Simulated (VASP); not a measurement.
LiTi:

```xyz
2
Lattice="2.7746 0.0000 0.0000 0.0000 2.7746 0.0000 0.0000 0.0000 3.5740" Properties=species:S:1:pos:R:3 pbc="T T T"
Li    1.3597    1.3706    0.0010
Ti    1.4297    1.3673    1.8400
```

Program: VASP 6.6.1. Alike in all runs: task single point; level PBE; potentials or basis VASP PAW PBE potentials, release 64 (Li_sv, Ti_sv); no spin polarisation; cell as given; cutoff (eV) 520; smearing methfessel-paxton 0.05 eV. Hardware: 1 thread of Intel(R) Xeon(R) 6975P-C (Granite Rapids) (shared host).

Q: Order these runs on this cell by their wall time, lowest first.
A. k mesh 13 × 13 × 10
B. k mesh 9 × 9 × 7
C. k mesh 7 × 7 × 6

A: C (18 s), B (120 s), A (490 s).
